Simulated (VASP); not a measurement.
# Rh (P6_3/mmc) in VASP: notebook

Runs on Rh. Level: PBEsol+D3(BJ). Tasks: relaxation of cell and atoms.

Everything below comes from runs of VASP 6.6.1. Logs are shortened: lines on timing, memory, paths and dates and some standing lists are left out, and cuts for length are marked.

## (1) The cell of the first run

It takes space group P6_3/mmc (No. 194, hexagonal). The conventional cell has a = 2.692 Å, b = 2.692 Å, c = 8.798 Å, α = 90.00°, β = 90.00°, γ = 120.00°. Rh (site symmetry -3m) has 12 Rh at 2.69 Å within 3.5 Å. Rh (site symmetry -6m2) has 12 Rh at 2.69 Å within 3.5 Å.

This isn't the form of Rh at room conditions, which is fcc.

## (2) Relaxation of cell and atoms, PBEsol+D3(BJ), target pressure 2 GPa, at which the enthalpy is minimised

Input file INCAR:

```
SYSTEM = Rh
PREC = Accurate ; ENCUT = 600
EDIFF = 1E-7 ; ISMEAR = -1
SIGMA = 0.15 ; LREAL = .FALSE.
LASPH = .TRUE. ; NELM = 80
ALGO = Normal ; ISIF = 3
LWAVE = .FALSE. ; LCHARG = .FALSE.
GGA = PS ; IVDW = 12
IBRION = 2 ; NSW = 80
EDIFFG = -0.01 ; PSTRESS = 20.0
```

Input file KPOINTS:

```
Automatic mesh
0
G
  10 10 3
  0 0 0
```

Input file POSCAR:

```
Rh
1.0
    2.6917400000      0.0000000000      0.0000000000
   -1.3458700000      2.3311200000      0.0000000000
    0.0000000000      0.0000000000      8.7980700000
Rh
4
Direct
    0.0000000000      0.0000000000      0.0000000000
    0.3333333333      0.6666666667      0.2500000000
    0.0000000000      0.0000000000      0.5000000000
    0.6666666667      0.3333333333      0.7500000000
```

Potentials or basis: VASP PAW PBE potentials, release 64 (Rh_pv).

Launch:

```bash
> cat potpaw_PBE.64/Rh_pv/POTCAR > POTCAR
> mpirun -np 1 vasp_std > vasp.out
```

OUTCAR:

```text
SYSTEM = Rh
   PREC = Accurate
   ENCUT = 600
   EDIFF = 1E-7
   ISMEAR = -1
   LREAL = .FALSE.
   LASPH = .TRUE.
   NELM = 80
   ISIF = 3
   GGA = PS
   IVDW = 12
   IBRION = 2
   NSW = 80
   EDIFFG = -0.01
   PSTRESS = 20.0
 IVDW          = 12

 ion  position               nearest neighbor table
   1  0.000  0.000  0.000-   2 2.69   4 2.69   4 2.69   2 2.69   4 2.69   2 2.69
   2  0.333  0.667  0.250-   1 2.69   3 2.69   1 2.69   3 2.69   1 2.69   3 2.69
   3  0.000  0.000  0.500-   2 2.69   4 2.69   4 2.69   2 2.69   4 2.69   2 2.69
   4  0.667  0.333  0.750-   1 2.69   3 2.69   1 2.69   3 2.69   1 2.69   3 2.69

  LATTYP: Found a hexagonal cell.
 ALAT       =     2.6917400000
 C/A-ratio  =     3.2685437672

  Lattice vectors:

 A1 = (   2.6917400000,   0.0000000000,   0.0000000000)
 A2 = (  -1.3458700000,   2.3311200000,   0.0000000000)
 A3 = (   0.0000000000,   0.0000000000,   8.7980700000)

Analysis of symmetry for initial positions (statically):
=====================================================================
 Subroutine PRICEL returns:
 Original cell was already a primitive cell.

 Routine SETGRP: Setting up the symmetry group for a
 hexagonal supercell.

 Subroutine GETGRP returns: Found 24 space group operations
 (whereof 12 operations were pure point group operations)
 out of a pool of 24 trial point group operations.

The static configuration has the point symmetry D_3d.
 The point group associated with its full space group is D_6h.

Analysis of symmetry for dynamics (positions and initial velocities):
=====================================================================
 Subroutine PRICEL returns:
 Original cell was already a primitive cell.

 Routine SETGRP: Setting up the symmetry group for a
 hexagonal supercell.

 Subroutine GETGRP returns: Found 24 space group operations
 (whereof 12 operations were pure point group operations)
 out of a pool of 24 trial point group operations.

The dynamic configuration has the point symmetry D_3d.
 The point group associated with its full space group is D_6h.

 Subroutine INISYM returns: Found 24 space group operations
 (whereof 12 operations are pure point group operations),
 and found     1 'primitive' translations

----------------------------------------------------------------------------------------

                                     Primitive cell

  volume of cell :      55.2059

  direct lattice vectors                    reciprocal lattice vectors
     2.691740000  0.000000000  0.000000000     0.371506906  0.214489173  0.000000000
    -1.345870000  2.331120000  0.000000000     0.000000000  0.428978345  0.000000000
     0.000000000  0.000000000  8.798070000     0.000000000  0.000000000  0.113661292

  length of vectors
[... 70 lines left out ...]
   total plane-waves  NPLWV =  40320
   dimension x,y,z NGX =    24 NGY =   24 NGZ =   70
   dimension x,y,z NGXF=    48 NGYF=   48 NGZF=  140
   ions per type =               4
   NGX,Y,Z   is equivalent  to a cutoff of  14.82, 14.82, 13.23 a.u.
   NGXF,Y,Z  is equivalent  to a cutoff of  29.65, 29.65, 26.45 a.u.
 SYSTEM =  Rh
   PREC   = accura    normal or accurate (medium, high low for compatibility)
   ISTART =      0    job   : 0-new  1-cont  2-samecut
   ICHARG =      2    charge: 1-file 2-atom 10-const
   ISPIN  =      1    spin polarized calculation?
   LNONCOLLINEAR =      F non collinear calculations
   LSORBIT =      F    spin-orbit coupling
   LASPH  =      T    aspherical Exc in radial PAW
   ENCUT  =  600.0 eV  44.10 Ry    6.64 a.u.   5.38  5.38 17.57*2*pi/ulx,y,z
   NELM   =     80;   NELMIN=  2; NELMDL= -5     # of ELM steps
   EDIFF  = 0.1E-06   stopping-criterion for ELM
   LREAL  =      F    real-space projection
   EDIFFG = -.1E-01   stopping-criterion for IOM
   NSW    =     80    number of steps for IOM
   IBRION =      2    ionic relax: 0-MD 1-quasi-New 2-CG
   NFREE  =      1    steps in history (QN), initial steepest desc. (CG)
   ISIF   =      3    stress and relaxation
   ISYM   =      2    0-nonsym 1-usesym 2-fastsym
   POTIM  = 0.5000    time-step for ionic-motion
   TEBEG  =    0.0;   TEEND  =   0.0 temperature during run
   PSTRESS=   20.0 pullay stress
   NELECT =      60.0000    total number of electrons
   NUPDOWN=      -1.0000    fix difference up-down
   EMIN   =  10.00;   EMAX   =-10.00  energy-range for DOS
   EFERMI =   0.00;   METHOD = LEGACY
   ISMEAR =    -1;   SIGMA  =   0.15  broadening in eV -4-tet -1-fermi 0-gaus
   EFERMI_NEDOS =   21; number of points for ismear=-14 and -15
   IALGO  =     38    algorithm
   IMIX   =      4    mixing-type and parameters
     AMIX     =   0.40;   BMIX     =  1.00
     AMIX_MAG =   1.60;   BMIX_MAG =  1.00
  volume/ion in A,a.u.               =      13.80        93.14
  Fermi-wavevector in a.u.,A,eV,Ry     =   1.683179  3.180746 38.546532  2.833090
  Thomas-Fermi vector in A             =   2.766426
   LORBIT       =      0    0 simple, 1 ext, 2 COOP (PROOUT), +10 PAW based schemes
   GGA     = PS    functional components
   LHFCALC =     F    Hartree Fock is set to
   AEXX    =    0.0000 exact exchange contribution
   IVDW    =    12    specifies the selected vdW correction
   LEPSILON=     F    determine dielectric tensor
   LRPA    =     F    only Hartree local field effects (RPA)
 conjugate gradient relaxation of ions
 non-spin polarized calculation
  energy-cutoff  :      600.00
  volume of cell :       55.21
 maximum number of plane-waves:      1895
 NGX is ok and might be reduce to    24
   NGX = 11   NGY = 11   NGZ = 35

--------------------------------------- Ionic step        1  -------------------------------------------

 number of electron      59.9999986 magnetization

 Free energy of the ion-electron system (eV)
  ---------------------------------------------------
  ext. energy  EPLUGINS =         0.00000000
  ---------------------------------------------------
  free energy    TOTEN  =       -32.69278883 eV

  energy without entropy =      -32.27521506  energy(sigma->0) =      -32.48400195

------------------------ aborting loop because EDIFF is reached ----------------------------------------

 Edisp (eV)   -2.42344

 E8    (eV) :    -1.6326
[... 255 lines left out ...]
--------------------------------------- Ionic step        7  -------------------------------------------

 number of electron      60.0000015 magnetization

 Free energy of the ion-electron system (eV)
  ---------------------------------------------------
  ext. energy  EPLUGINS =         0.00000000
  ---------------------------------------------------
  free energy    TOTEN  =       -32.65898172 eV

  energy without entropy =      -32.27537867  energy(sigma->0) =      -32.46718019

 E-fermi :  12.6370     XC(G=0): -14.5114

 val. band max:       12.6346483441   @ k =   0.4000   0.1000   0.3333
 cond. band min:      12.6535275571   @ k =   0.3000   0.1000   0.3333
 fundamental gap:      0.0188792130
 Fermi energy:        12.6369645945

 k-point     1 :       0.0000    0.0000    0.0000
  band No.  band energies     occupation
      1     -34.6459      2.00000
      2     -34.2293      2.00000
      3     -34.2202      2.00000
      4     -33.9100      2.00000
      5     -33.9099      2.00000
      6     -33.8593      2.00000
[... 925 lines left out ...]
     35      17.4395      0.00000
     36      18.7097      0.00000

 [... further k-points ...]

------------------------ aborting loop because EDIFF is reached ----------------------------------------

 Edisp (eV)   -2.54695

 E8    (eV) :    -1.7157
[... 31 lines left out ...]
  energy  without entropy=      -34.8223327525  energy(sigma->0) =      -35.01413428

  enthalpy is  TOTEN    =       -34.5499184465 eV   P V=        0.6560173606

 reached required accuracy - stopping structural energy minimisation
```

OSZICAR:

```text
N       E                     dE             d eps       ncg     rms          rms(c)
DAV:   1     0.811331263731E+03    0.81133E+03   -0.39987E+04  2048   0.213E+03
DAV:   2    -0.631108990542E+01   -0.81764E+03   -0.80107E+03  2092   0.631E+02
DAV:   3    -0.347666897516E+02   -0.28456E+02   -0.26739E+02  2156   0.121E+02
DAV:   4    -0.351909191374E+02   -0.42423E+00   -0.42182E+00  2104   0.140E+01
[... 75 lines left out ...]
DAV:   4    -0.326589883901E+02   -0.15388E-04   -0.70369E-05  2084   0.110E-01    0.327E-02
DAV:   5    -0.326589820215E+02    0.63686E-05   -0.42254E-05  2080   0.836E-02    0.228E-03
DAV:   6    -0.326589819995E+02    0.21990E-07   -0.15810E-06  2040   0.109E-02    0.104E-03
DAV:   7    -0.326589818179E+02    0.18164E-06   -0.29801E-08  1012   0.169E-03    0.516E-04
DAV:   8    -0.326589817198E+02    0.98074E-07   -0.13017E-08  1008   0.100E-03
   7 F= -.34549918E+02 E0= -.34358117E+02  d E =-.127680E-04
```

CONTCAR:

```text
Rh
   1.00000000000000
     2.6480429680015516    0.0000000000000000    0.0000000000000000
    -1.3240214840007758    2.2932770685551502   -0.0000000000000000
    -0.0000000000000000    0.0000000000000000    8.6539496300890661
  Rh
     4
Direct
     0.0000000000000000    0.0000000000000000    0.0000000000000000
     0.3333333332999970    0.6666666667000030    0.2500000000000000
     0.0000000000000000    0.0000000000000000    0.5000000000000000
     0.6666666667000030    0.3333333332999970    0.7500000000000000

  0.00000000E+00  0.00000000E+00  0.00000000E+00
  0.00000000E+00  0.00000000E+00  0.00000000E+00
  0.00000000E+00  0.00000000E+00  0.00000000E+00
  0.00000000E+00  0.00000000E+00  0.00000000E+00
```

It took 2.6 min on 1 thread of Intel Xeon 6975P-C (Granite Rapids), shared host; peak memory 0.23 GiB.

Results:

| Property | Result |
| --- | --- |
| Free energy | -35.2059 eV |
| Relaxed volume | 13.14 Å³/atom |
| Relaxed cell | a = 2.648 Å, b = 2.648 Å, c = 8.654 Å, α = 90.00°, β = 90.00°, γ = 120.00° |
| Space group after relaxing (to 0.1 Å) | P6_3/mmc (No. 194) |
| Energy change on relaxing (the run minimises the enthalpy) | -22.4 meV/atom |
| Ionic steps | 7 |
| Pressure after relaxing | 2.0 GPa |
| Band gap on the k mesh | zero (bands 30 and 31 overlap by 2.01 eV) |
| Dispersion energy per atom | -0.637 eV |

Step by step:
| step | energy change (eV) | largest force (eV/Å) | pressure (GPa) | volume (Å³) |
| --- | --- | --- | --- | --- |
| 1 | 0.0000 | 0.0000 | -12.10 | 55.21 |
| 2 | 1.0516 | 0.0000 | 61.66 | 46.06 |
| 3 | -0.0910 | 0.0000 | 1.19 | 52.69 |
| 4 | -0.0900 | 0.0000 | 1.84 | 52.58 |
| 5 | -0.0894 | 0.0000 | 2.16 | 52.53 |
| 6 | -0.0904 | 0.0000 | 1.64 | 52.61 |
| 7 | -0.0897 | 0.0000 | 2.00 | 52.55 |

Final structure:
```
Rh
1.0
     2.64804    0.00000    0.00000
    -1.32402    2.29328    0.00000
     0.00000    0.00000    8.65395
Rh
4
Direct
  0.00000 0.00000 0.00000
  0.33333 0.66667 0.25000
  0.00000 0.00000 0.50000
  0.66667 0.33333 0.75000
```

Levels at points of the mesh, in eV from the Fermi level:
| k point | band 26 | band 27 | band 28 | band 29 | band 30 | band 31 | band 32 | band 33 |
| --- | --- | --- | --- | --- | --- | --- | --- | --- |
| (0.00, 0.00, 0.00) | -2.84 | -2.84 | -1.55 | -1.55 | -0.91 | -0.91 | -0.37 | -0.37 |
| (0.50, 0.00, 0.00) | 0.60 | 0.61 | 0.65 | 0.73 | 0.91 | 0.91 | 0.95 | 1.15 |

Caveat: the cell is relaxed towards a set pressure, so the run minimises the enthalpy, not the energy; the PAW data sets were made with another functional, which shifts forces and pressure a little.

## (3) Relaxation of cell and atoms, PBEsol+D3(BJ), target pressure 4 GPa, at which the enthalpy is minimised

Input file INCAR:

```
SYSTEM = Rh
ALGO = Normal
EDIFF = 1E-7
EDIFFG = -0.01
ENCUT = 600
GGA = PS
IBRION = 2
ISIF = 3
ISMEAR = -1
IVDW = 12
LASPH = .True.
LCHARG = .False.
LREAL = .False.
LWAVE = .False.
NELM = 60
NSW = 80
PREC = Accurate
PSTRESS = 40.0
SIGMA = 0.15
```

Input file KPOINTS:

```
k-points
0
Gamma
  10 10 3
  0 0 0
```

POSCAR is that of step 2.

Potentials or basis: VASP PAW PBE potentials, release 64 (Rh_pv).

Launch:

```bash
> cat potpaw_PBE.64/Rh_pv/POTCAR > POTCAR
> mpirun -np 1 vasp_std > vasp.out
```

Wall time 2.6 min (1 thread of Intel Xeon 6975P-C (Granite Rapids), shared host); peak memory 0.23 GiB.

It converged, with:

| Quantity | Value |
| --- | --- |
| Free energy | -35.2000 eV |
| Relaxed volume | 13.06 Å³/atom |
| Relaxed cell | a = 2.643 Å, b = 2.643 Å, c = 8.637 Å, α = 90.00°, β = 90.00°, γ = 120.00° |
| Space group after relaxing (to 0.1 Å) | P6_3/mmc (No. 194) |
| Energy change on relaxing (the run minimises the enthalpy) | -20.9 meV/atom |
| Ionic steps | 7 |
| Pressure after relaxing | 4.0 GPa |
| Band gap on the k mesh | zero (bands 30 and 31 overlap by 2.03 eV) |
| Dispersion energy per atom | -0.641 eV |

The path:
```
step  energy change (eV)  largest force (eV/Å)  pressure (GPa)  volume (Å³)
   1              0.0000                0.0000          -12.10        55.21
   2              1.5793                0.0000           78.57        44.85
   3             -0.0875                0.0000            2.89        52.41
   4             -0.0847                0.0000            3.76        52.27
   5             -0.0832                0.0000            4.13        52.21
   6             -0.0850                0.0000            3.68        52.28
   7             -0.0838                0.0000            3.99        52.24
```

Final structure:
```xyz
4
Lattice="2.6427 0.0000 0.0000 -1.3213 2.2886 0.0000 0.0000 0.0000 8.6366" Properties=species:S:1:pos:R:3 pbc="T T T"
Rh    0.0000    0.0000    0.0000
Rh    0.0000    1.5258    2.1592
Rh    0.0000    0.0000    4.3183
Rh    1.3213    0.7629    6.4775
```

Levels at points of the mesh, in eV from the Fermi level:
| k point | band 25 | band 26 | band 27 | band 28 | band 29 | band 30 | band 31 | band 32 | band 33 | band 34 |
| --- | --- | --- | --- | --- | --- | --- | --- | --- | --- | --- |
| (0.00, 0.00, 0.00) | -2.99 | -2.87 | -2.87 | -1.56 | -1.56 | -0.92 | -0.92 | -0.37 | -0.37 | 0.47 |
| (0.50, 0.00, 0.00) | -1.69 | 0.61 | 0.62 | 0.66 | 0.74 | 0.92 | 0.92 | 0.96 | 1.14 | 2.23 |

Caveat: the cell is relaxed towards a set pressure, so the run minimises the enthalpy, not the energy; the PAW data sets were made with another functional, which shifts forces and pressure a little.

## (4) Relaxation of cell and atoms, PBEsol+D3(BJ), target pressure 6 GPa, at which the enthalpy is minimised

Input file INCAR:

```
SYSTEM = Rh
ALGO = Normal
EDIFF = 1E-6
EDIFFG = -0.01
ENCUT = 600
GGA = PS
IBRION = 2
ISIF = 3
ISMEAR = -1
IVDW = 12
LASPH = .TRUE.
LCHARG = .FALSE.
LREAL = .FALSE.
LWAVE = .FALSE.
NELM = 100
NSW = 80
PREC = Accurate
PSTRESS = 60.0
SIGMA = 0.15
```

Input file KPOINTS:

```
k-points
0
G
  10 10 3
  0 0 0
```

POSCAR is that of step 3.

Launch:

```bash
> cat potpaw_PBE.64/Rh_pv/POTCAR > POTCAR
> mpirun -np 1 vasp_std > vasp.out
```

Run time: 2.3 min. Hardware: 1 thread of Intel Xeon 6975P-C (Granite Rapids), shared host; peak memory 0.23 GiB.

It converged, with:

| Property | Result |
| --- | --- |
| Free energy | -35.1905 eV |
| Relaxed volume | 12.98 Å³/atom |
| Relaxed cell | a = 2.637 Å, b = 2.637 Å, c = 8.620 Å, α = 90.00°, β = 90.00°, γ = 120.00° |
| Space group after relaxing (to 0.1 Å) | P6_3/mmc (No. 194) |
| Energy change on relaxing (the run minimises the enthalpy) | -18.6 meV/atom |
| Ionic steps | 7 |
| Pressure after relaxing | 6.0 GPa |
| Band gap on the k mesh | zero (bands 30 and 31 overlap by 2.05 eV) |
| Dispersion energy per atom | -0.644 eV |

The path:
```csv
step,energy change (eV),largest force (eV/Å),pressure (GPa),volume (Å³)
1,0.0000,0.0000,-12.13,55.21
2,2.2426,0.0000,98.03,43.64
3,-0.0813,0.0000,4.57,52.14
4,-0.0761,0.0000,5.67,51.98
5,-0.0738,0.0000,6.07,51.92
6,-0.0752,0.0000,5.84,51.95
7,-0.0743,0.0000,5.98,51.93
```

Final structure:
```
Rh
1.0
     2.63748    0.00000    0.00000
    -1.31874    2.28413    0.00000
     0.00000    0.00000    8.62002
Rh
4
Direct
  0.00000 0.00000 0.00000
  0.33333 0.66667 0.25000
  0.00000 0.00000 0.50000
  0.66667 0.33333 0.75000
```

Levels at points of the mesh, in eV from the Fermi level:
| k point | band 25 | band 26 | band 27 | band 28 | band 29 | band 30 | band 31 | band 32 | band 33 | band 34 |
| --- | --- | --- | --- | --- | --- | --- | --- | --- | --- | --- |
| (0.00, 0.00, 0.00) | -3.02 | -2.90 | -2.90 | -1.58 | -1.58 | -0.93 | -0.93 | -0.37 | -0.37 | 0.48 |
| (0.50, 0.00, 0.00) | -1.71 | 0.61 | 0.63 | 0.67 | 0.75 | 0.93 | 0.93 | 0.97 | 1.14 | 2.24 |

Caveat: the cell is relaxed towards a set pressure, so the run minimises the enthalpy, not the energy; the PAW data sets were made with another functional, which shifts forces and pressure a little.

## (5) Summary

| cell | gap on the mesh (eV) | pressure (GPa) |
| --- | --- | --- |
| relaxed to 2 GPa | none | 2.0 |
| relaxed to 4 GPa | none | 4.0 |
| relaxed to 6 GPa | none | 6.0 |

Alike in all rows: task relaxation of cell and atoms; level PBEsol+D3(BJ); potentials or basis VASP PAW PBE potentials, release 64 (Rh_pv); no spin polarisation; k mesh 10 × 10 × 3; cutoff (eV) 600; smearing fermi-dirac 0.15 eV.

Caveats: the cell is relaxed towards a set pressure, so the run minimises the enthalpy, not the energy; the PAW data sets were made with another functional, which shifts forces and pressure a little.

Absolute energies hang on the potentials; compare differences alone.
